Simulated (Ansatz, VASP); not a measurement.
# One calculation of ZrB2, two programs

```xyz
3
Lattice="3.1650 0.0000 0.0000 -1.5825 2.7410 0.0000 0.0000 0.0000 3.4848" Properties=species:S:1:pos:R:3 pbc="T T T"
Zr    0.0000    0.0000    0.0000
B     0.0000    1.8273    1.7424
B     1.5825    0.9137    1.7424
```

Change from the starting cell: zz strain of -1 %, crystal datasets.

Alike in both runs: task electric field gradients; functional PBE; k mesh 12 × 12 × 9; occupations fermi-dirac, width 0.05 eV; no spin polarisation.

```csv
,VASP,Ansatz
version,VASP 6.6.1,Ansatz 0.2.0
potentials or method,"VASP PAW PBE potentials, release 64 (Zr_sv, B), cutoff 520 eV","all-electron PAW with datasets made for the crystal, scalar-relativistic"
```

|  | VASP | Ansatz | Ansatz less VASP |
| --- | --- | --- | --- |
| pressure (GPa) | 5.0 | 4.9 | -0.11 |
| traceless stress, the component that is largest in VASP (GPa) | 3.29 | 3.29 | -0.001 |
| size of Vzz on the site where it differs most (V/Å²) | 40.0 | 43.2 | +3.16 |

Ansatz ran all-electron here, and VASP with PAW potentials.
